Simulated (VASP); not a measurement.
Here is a VASP 6.6.1 calculation.

File INCAR:

```
SYSTEM = WSe2
PREC     = Accurate       ! precision mode
ENCUT    = 520            ! plane-wave cutoff, eV
EDIFF    = 1E-6           ! SCF threshold, eV
ISMEAR   = 0              ! smearing method
SIGMA    = 0.05           ! smearing width, eV
LREAL    = .FALSE.        ! projectors in reciprocal space
LASPH    = .TRUE.         ! aspherical terms in the spheres
NELM     = 80             ! most SCF steps
ALGO     = Normal         ! electronic algorithm
ISIF     = 2              ! what is computed and relaxed
LWAVE    = .FALSE.        ! write WAVECAR
LCHARG   = .TRUE.         ! write CHGCAR
GGA      = PE             ! functional
IVDW     = 12             ! dispersion correction
LELF     = .TRUE.         ! ELF
LVHAR    = .TRUE.       
NBANDS   = 35             ! bands
```

KPOINTS

```
regular mesh
0
G
  12 12 2
  0 0 0
```

Contents of POSCAR:

```
WSe2
1.0
    3.2790275592      0.0000000000      0.0000000000
   -1.6395137796      2.8397211660      0.0000000000
    0.0000000000      0.0000000000     12.7886113051
W Se
2 4
Direct
    0.3333333333      0.6666666667      0.2500000000
    0.6666666667      0.3333333333      0.7500000000
    0.3596422783      0.6798211391      0.6130935437
    0.6666666667      0.3333333333      0.1182912222
    0.3333333333      0.6666666667      0.8817087778
    0.6666666667      0.3333333333      0.3817087778
```

Potentials or basis: VASP PAW PBE potentials, release 64 (W_sv, Se).

The run is started by

```sh
$ cat potpaw_PBE.64/W_sv/POTCAR potpaw_PBE.64/Se/POTCAR > POTCAR
$ mpirun -np 1 vasp_std > vasp.out
```

Problem. Predict the dispersion energy per atom.

Solution. -0.476 eV.

Problem. Estimate the largest force.

Solution. 1.064 eV/Å.

Problem. What does it give for the pressure?

Solution. -1.0 GPa.

Forces on the atoms (eV/Å):
```
W    0.004  0.002 -0.001
W    0.489  0.282 -0.830
Se  -0.472 -0.273  0.914
Se  -0.001 -0.001 -0.048
Se  -0.026 -0.015 -0.048
Se   0.006  0.004  0.014
```

Caveat: the cell differs from its parent crystal (atom 3 (Se) moved -0.100 Å towards its neighbour atom 2 (W) at 2.534 Å); forces of over 1 eV/Å act on the atoms, so gaps and moduli don't describe the material at rest.
